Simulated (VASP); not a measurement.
# BN: vibrations by perturbation theory with LDA

The system is BN.

```
CELL_PARAMETERS angstrom
0.00000 1.78732 1.78732
1.78732 0.00000 1.78732
1.78732 1.78732 0.00000
ATOMIC_POSITIONS crystal
B 0.00000 0.00000 0.00000
N 0.75000 0.75000 0.75000
```

```
Program                : VASP 6.6.1
Task                   : vibrations by perturbation theory
Functional             : LDA
Potentials or basis    : VASP PAW LDA potentials, release 64 (B, N)
Cutoff                 : 520 eV
k mesh                 : 12 × 12 × 12
Occupations            : gaussian, width 0.01 eV
Spin                   : no spin polarisation
Dipole correction      : no
Further INCAR settings : ALGO = Normal; EDIFF = 1e-08; IBRION = 8; NSW = 1
```

The electronic dielectric tensor (diagonal) is 4.56, the born charges (mean of the diagonal) is B +1.87; N -1.87 e and the highest phonon frequency at Γ, LO-TO splitting left out is 1077 cm⁻¹.

Phonon frequencies in cm⁻¹ (negative: imaginary):
| q point | frequencies |
| --- | --- |
| (0.000, 0.000, 0.000) | 0 0 0 1077 1077 1077 |

Electronic dielectric tensor:
```
4.56 0.00 0.00
0.00 4.56 0.00
0.00 0.00 4.56
```

Born effective charge tensors (e):
atom 1, B
```
1.87 0.00 0.00
0.00 1.87 0.00
0.00 0.00 1.87
```
atom 2, N
```
-1.87  0.00  0.00
 0.00 -1.87  0.00
 0.00  0.00 -1.87
```

It took 2.1 min on 1 thread of Intel(R) Xeon(R) Platinum 8375C CPU @ 2.90GHz (Ice Lake), with other jobs on the host, peak memory 0.17 GiB.

Caveat: the cell wasn't relaxed at this level first, which shifts response properties.
